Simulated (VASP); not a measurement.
# LiH (Fm-3m) in VASP: a series of runs, part 2 of 2

VASP 6.6.1. The steps go on from the part before.

## Step 4: Electric field gradients, PBE (volume scaled by 0.98)

File INCAR:

```
PREC = Accurate
ENCUT = 520
EDIFF = 1E-8
ISMEAR = -1
SIGMA = 0.03
LREAL = False
LASPH = True
NELM = 80
ALGO = Normal
ISIF = 2
LWAVE = False
LCHARG = False
GGA = PE
LEFG = True
NBANDS = 9
```

File KPOINTS:

```
Automatic mesh
0
Gamma
  11 11 11
```

File POSCAR:

```
LiH
1.0
    0.0000000000      2.0188586494      2.0188586494
    2.0188586494      0.0000000000      2.0188586494
    2.0188586494      2.0188586494      0.0000000000
Li H
1 1
Direct
    0.0000000000      0.0000000000      0.0000000000
    0.5000000000      0.5000000000      0.5000000000
```

Potentials or basis: VASP PAW PBE potentials, release 64 (Li_sv, H).

On the command line:

```sh
cat potpaw_PBE.64/Li_sv/POTCAR potpaw_PBE.64/H/POTCAR > POTCAR
mpirun -np 1 vasp_std > vasp.out
```

OUTCAR:

```text
PREC = Accurate
   ENCUT = 520
   EDIFF = 1E-8
   ISMEAR = -1
   LREAL = False
   LASPH = True
   NELM = 80
   ISIF = 2
   GGA = PE

 ion  position               nearest neighbor table
   1  0.000  0.000  0.000-
   2  0.500  0.500  0.500-

  LATTYP: Found a face centered cubic cell.
 ALAT       =     4.0377172988

  Lattice vectors:

 A1 = (   0.0000000000,   2.0188586494,   2.0188586494)
 A2 = (   2.0188586494,   0.0000000000,   2.0188586494)
 A3 = (   2.0188586494,   2.0188586494,   0.0000000000)

Analysis of symmetry for initial positions (statically):
=====================================================================
 Subroutine PRICEL returns:
 Original cell was already a primitive cell.

 Routine SETGRP: Setting up the symmetry group for a
 face centered cubic supercell.

 Subroutine GETGRP returns: Found 48 space group operations
 (whereof 48 operations were pure point group operations)
 out of a pool of 48 trial point group operations.

The static configuration has the point symmetry O_h .

Analysis of symmetry for dynamics (positions and initial velocities):
=====================================================================
 Subroutine PRICEL returns:
 Original cell was already a primitive cell.

 Routine SETGRP: Setting up the symmetry group for a
 face centered cubic supercell.

 Subroutine GETGRP returns: Found 48 space group operations
 (whereof 48 operations were pure point group operations)
 out of a pool of 48 trial point group operations.

The dynamic configuration has the point symmetry O_h .

 Subroutine INISYM returns: Found 48 space group operations
 (whereof 48 operations are pure point group operations),
[... 155 lines left out ...]
      3      15.7968      0.00000
      4      17.6608      0.00000
      5      17.6609      0.00000
      6      17.6609      0.00000
      7      22.3364      0.00000
      8      22.3364      0.00000
      9      22.3364      0.00000
[... 265 lines left out ...]
 k-point    24 :      -0.1818    0.1818    0.0000
  band No.  band energies     occupation
      1     -44.2930      2.00000
      2      -3.8509      2.00000
      3      10.1041      0.00000
      4      10.2271      0.00000
      5      15.9341      0.00000
      6      17.4086      0.00000
      7      21.2523      0.00000
      8      23.1333      0.00000
      9      24.7726      0.00000

 [... further k-points ...]
[... 5 lines left out ...]
  --------------------------------------------------------------------------------------
  -------------------------------------------------------------------------------------
  Total       -0.1062405     -0.1062405     -0.1062405     -0.0000000     -0.0000000      0.0000000
  in kB      -10.3431514    -10.3431514    -10.3431514     -0.0000000     -0.0000000      0.0000000
  external PRESSURE =     -10.3431514 kB  Pullay stress =       0.0000000 kB

 VOLUME and BASIS-vectors are now :
 -----------------------------------------------------------------------------
  energy-cutoff  :      520.00
  volume of cell :       16.46
      direct lattice vectors                 reciprocal lattice vectors
     0.000000000  2.018858649  2.018858649    -0.247664689  0.247664689  0.247664689
     2.018858649  0.000000000  2.018858649     0.247664689 -0.247664689  0.247664689
     2.018858649  2.018858649  0.000000000     0.247664689  0.247664689 -0.247664689

 POSITION                                       TOTAL-FORCE (eV/Angst)
 -----------------------------------------------------------------------------------
      0.00000      0.00000      0.00000         0.000000      0.000000     -0.000000
      2.01886      2.01886      2.01886        -0.000000     -0.000000      0.000000
 -----------------------------------------------------------------------------------
    total drift:                                0.000000     -0.000000     -0.000000

  FREE ENERGIE OF THE ION-ELECTRON SYSTEM (eV)
  ---------------------------------------------------
  free  energy   TOTEN  =        -6.1261376905 eV

  energy  without entropy=       -6.1261376905  energy(sigma->0) =       -6.12613769

 Electric field gradients (V/A^2)
---------------------------------------------------------------------
 ion       V_xx      V_yy      V_zz      V_xy      V_xz      V_yz
---------------------------------------------------------------------
   1      -0.000    -0.000     0.000    -0.001    -0.001    -0.001
   2       0.000    -0.000    -0.000     0.001     0.001     0.001
---------------------------------------------------------------------

 Electric field gradients after diagonalization (V/A^2)
 (convention: |V_zz| > |V_xx| > |V_yy|)
----------------------------------------------------------------------
 ion       V_xx      V_yy      V_zz     asymmetry (V_yy - V_xx)/ V_zz
----------------------------------------------------------------------
   1       0.001     0.001    -0.002       0.000
   2      -0.001    -0.001     0.001       0.000
----------------------------------------------------------------------

           NMR quadrupolar parameters

 Cq : quadrupolar parameter    Cq=e*Q*V_zz/h
 eta: asymmetry parameters     (V_yy - V_xx)/ V_zz
 Q  : nuclear electric quadrupole moment in mb (millibarn)
----------------------------------------------------------------------
 ion       Cq(MHz)       eta       Q (mb)
----------------------------------------------------------------------
   1      -0.000       0.000       1.000
   2       0.000       0.000       1.000
----------------------------------------------------------------------
```

Wall time 6.6 s (1 thread of Intel Xeon Platinum 8375C at 2.90GHz (Ice Lake), shared host); peak memory 0.13 GiB.

What came out:

- Free energy: -6.1261 eV
- Band gap on the k mesh: 3.19 eV, direct

Caveat: the cutoff is under 1.25 times the usual one of these potentials, so pressure, stress and relaxed cells hold a basis-set (Pulay) error; without QUAD_EFG the Cq values of the log hold for a quadrupole moment of 1 mb, not for the nuclei. A k mesh can miss the band edges.

## Step 5: Electric field gradients, PBE (volume scaled by 1.02)

File INCAR:

```
SYSTEM = LiH
  PREC = Accurate
  ENCUT = 520
  EDIFF = 1E-8
  ISMEAR = -1
  SIGMA = 0.03
  LREAL = .False.
  LASPH = .True.
  NELM = 100
  ALGO = Normal
  ISIF = 2
  LWAVE = .False.
  LCHARG = .False.
  GGA = PE
  LEFG = .True.
  NBANDS = 9
```

File KPOINTS:

```
regular mesh
0
Gamma
  11 11 11
  0 0 0
```

File POSCAR:

```
LiH
1.0
    0.0000000000      2.0459606572      2.0459606572
    2.0459606572      0.0000000000      2.0459606572
    2.0459606572      2.0459606572      0.0000000000
Li H
1 1
Direct
    0.0000000000      0.0000000000      0.0000000000
    0.5000000000      0.5000000000      0.5000000000
```

Potentials or basis: VASP PAW PBE potentials, release 64 (Li_sv, H).

On the command line:

```sh
cat potpaw_PBE.64/Li_sv/POTCAR potpaw_PBE.64/H/POTCAR > POTCAR
mpirun -np 1 vasp_std > vasp.out
```

OUTCAR:

```text
SYSTEM = LiH
   PREC = Accurate
   ENCUT = 520
   EDIFF = 1E-8
   ISMEAR = -1
   LREAL = .False.
   LASPH = .True.
   NELM = 100
   ISIF = 2
   GGA = PE

 ion  position               nearest neighbor table
   1  0.000  0.000  0.000-
   2  0.500  0.500  0.500-

  LATTYP: Found a face centered cubic cell.
 ALAT       =     4.0919213144

  Lattice vectors:

 A1 = (   0.0000000000,   2.0459606572,   2.0459606572)
 A2 = (   2.0459606572,   0.0000000000,   2.0459606572)
 A3 = (   2.0459606572,   2.0459606572,   0.0000000000)

Analysis of symmetry for initial positions (statically):
=====================================================================
 Subroutine PRICEL returns:
 Original cell was already a primitive cell.

 Routine SETGRP: Setting up the symmetry group for a
 face centered cubic supercell.

 Subroutine GETGRP returns: Found 48 space group operations
 (whereof 48 operations were pure point group operations)
 out of a pool of 48 trial point group operations.

The static configuration has the point symmetry O_h .

Analysis of symmetry for dynamics (positions and initial velocities):
=====================================================================
 Subroutine PRICEL returns:
 Original cell was already a primitive cell.

 Routine SETGRP: Setting up the symmetry group for a
 face centered cubic supercell.

 Subroutine GETGRP returns: Found 48 space group operations
 (whereof 48 operations were pure point group operations)
 out of a pool of 48 trial point group operations.

The dynamic configuration has the point symmetry O_h .

[... 156 lines left out ...]
      2      -5.3879      2.00000
      3      15.1180      0.00000
      4      17.0825      0.00000
      5      17.0826      0.00000
      6      17.0826      0.00000
      7      21.6863      0.00000
      8      21.6863      0.00000
      9      21.6863      0.00000
[... 265 lines left out ...]
 k-point    24 :      -0.1818    0.1818    0.0000
  band No.  band energies     occupation
      1     -44.5194      2.00000
      2      -3.9039      2.00000
      3       9.6615      0.00000
      4       9.8788      0.00000
      5      15.3697      0.00000
      6      16.8421      0.00000
      7      20.6080      0.00000
      8      22.4424      0.00000
      9      24.0582      0.00000

 [... further k-points ...]
[... 5 lines left out ...]
  --------------------------------------------------------------------------------------
  -------------------------------------------------------------------------------------
  Total       -0.2421994     -0.2421994     -0.2421994      0.0000000     -0.0000000     -0.0000000
  in kB      -22.6548793    -22.6548793    -22.6548793      0.0000000     -0.0000000     -0.0000000
  external PRESSURE =     -22.6548793 kB  Pullay stress =       0.0000000 kB

 VOLUME and BASIS-vectors are now :
 -----------------------------------------------------------------------------
  energy-cutoff  :      520.00
  volume of cell :       17.13
      direct lattice vectors                 reciprocal lattice vectors
     0.000000000  2.045960657  2.045960657    -0.244383976  0.244383976  0.244383976
     2.045960657  0.000000000  2.045960657     0.244383976 -0.244383976  0.244383976
     2.045960657  2.045960657  0.000000000     0.244383976  0.244383976 -0.244383976

 POSITION                                       TOTAL-FORCE (eV/Angst)
 -----------------------------------------------------------------------------------
      0.00000      0.00000      0.00000         0.000000     -0.000000      0.000000
      2.04596      2.04596      2.04596        -0.000000      0.000000     -0.000000
 -----------------------------------------------------------------------------------
    total drift:                                0.000000     -0.000000     -0.000000

  FREE ENERGIE OF THE ION-ELECTRON SYSTEM (eV)
  ---------------------------------------------------
  free  energy   TOTEN  =        -6.1201152662 eV

  energy  without entropy=       -6.1201152662  energy(sigma->0) =       -6.12011527

 Electric field gradients (V/A^2)
---------------------------------------------------------------------
 ion       V_xx      V_yy      V_zz      V_xy      V_xz      V_yz
---------------------------------------------------------------------
   1       0.000    -0.000     0.000    -0.002    -0.002    -0.002
   2       0.000    -0.000     0.000     0.001     0.001     0.001
---------------------------------------------------------------------

 Electric field gradients after diagonalization (V/A^2)
 (convention: |V_zz| > |V_xx| > |V_yy|)
----------------------------------------------------------------------
 ion       V_xx      V_yy      V_zz     asymmetry (V_yy - V_xx)/ V_zz
----------------------------------------------------------------------
   1       0.002     0.002    -0.005       0.000
   2      -0.001    -0.001     0.002       0.000
----------------------------------------------------------------------

           NMR quadrupolar parameters

 Cq : quadrupolar parameter    Cq=e*Q*V_zz/h
 eta: asymmetry parameters     (V_yy - V_xx)/ V_zz
 Q  : nuclear electric quadrupole moment in mb (millibarn)
----------------------------------------------------------------------
 ion       Cq(MHz)       eta       Q (mb)
----------------------------------------------------------------------
   1      -0.000       0.000       1.000
   2       0.000       0.000       1.000
----------------------------------------------------------------------
```

OSZICAR:

```text
N       E                     dE             d eps       ncg     rms          rms(c)
DAV:   1    -0.121107432722E+01   -0.12111E+01   -0.14034E+03  1016   0.398E+02
DAV:   2    -0.629092347901E+01   -0.50798E+01   -0.50492E+01  1418   0.562E+01
DAV:   3    -0.635920346892E+01   -0.68280E-01   -0.68262E-01  1276   0.572E+00
DAV:   4    -0.635958016755E+01   -0.37670E-03   -0.37669E-03  1438   0.326E-01
DAV:   5    -0.635958079841E+01   -0.63086E-06   -0.63086E-06  1189   0.125E-02    0.284E+00
DAV:   6    -0.617761959882E+01    0.18196E+00   -0.15388E-01  1134   0.119E+00    0.142E+00
DAV:   7    -0.611825286342E+01    0.59367E-01   -0.19212E-01  1163   0.152E+00    0.219E-01
DAV:   8    -0.612018481593E+01   -0.19320E-02   -0.49037E-03  1183   0.448E-01    0.425E-02
DAV:   9    -0.612011967809E+01    0.65138E-04   -0.15682E-04  1246   0.466E-02    0.806E-03
DAV:  10    -0.612011660323E+01    0.30749E-05   -0.73026E-06  1197   0.193E-02    0.261E-03
DAV:  11    -0.612011584489E+01    0.75834E-06   -0.22264E-07  1422   0.243E-03    0.607E-04
DAV:  12    -0.612011502048E+01    0.82440E-06   -0.47537E-09  1155   0.604E-04    0.477E-04
DAV:  13    -0.612011524943E+01   -0.22894E-06   -0.86122E-09  1109   0.406E-04    0.362E-05
DAV:  14    -0.612011527425E+01   -0.24821E-07   -0.26692E-10   588   0.142E-04    0.256E-05
DAV:  15    -0.612011526625E+01    0.79985E-08   -0.33288E-11   581   0.395E-05
   1 F= -.61201153E+01 E0= -.61201153E+01  d E =-.189084E-11
```

stdout:

```text
POSCAR found type information on POSCAR LiH
 POSCAR found :  2 types and       2 ions
 scaLAPACK will be used
 LDA part: xc-table for (Slater+PW92), standard interpolation
 POSCAR, INCAR and KPOINTS ok, starting setup
 FFT: planning ... GRIDC
 FFT: planning ... GRID_SOFT
 FFT: planning ... GRID
 WAVECAR not read
 entering main loop
ion   1

ion   2
```

Wall time 7 s (1 thread of Intel Xeon Platinum 8375C at 2.90GHz (Ice Lake), shared host); peak memory 0.13 GiB.

What came out:

| Quantity | Value |
| --- | --- |
| Free energy | -6.1201 eV |
| Band gap on the k mesh | 3.21 eV, direct |

Levels at points of the mesh, in eV from the valence-band top:
| k point | band 1 | band 2 | band 3 | band 4 | band 5 | band 6 | band 7 |
| --- | --- | --- | --- | --- | --- | --- | --- |
| (0.00, 0.00, 0.00) | -44.32 | -5.16 | 15.34 | 17.31 | 17.31 | 17.31 | 21.91 |

Caveat: the cutoff is under 1.25 times the usual one of these potentials, so pressure, stress and relaxed cells hold a basis-set (Pulay) error; without QUAD_EFG the Cq values of the log hold for a quadrupole moment of 1 mb, not for the nuclei.

## Step 6: The runs side by side

| cell | gap on the mesh (eV) |
| --- | --- |
| a = 2.836 Å, angles 60.0°, 2 atoms | 3.18 |
| a = 2.874 Å, angles 60.0°, 2 atoms | 3.20 |
| a = 2.855 Å, angles 60.0°, 2 atoms | 3.19 |
| a = 2.893 Å, angles 60.0°, 2 atoms | 3.21 |

Alike in all rows: task electric field gradients; level PBE; potentials or basis VASP PAW PBE potentials, release 64 (Li_sv, H); no spin polarisation; k mesh 11 × 11 × 11; cutoff (eV) 520; smearing fermi-dirac 0.03 eV.

Caveats: the cutoff is under 1.25 times the usual one of these potentials, so pressure, stress and relaxed cells hold a basis-set (Pulay) error.

Total energies depend on the potentials used, so only differences within one code and one set of settings carry meaning.
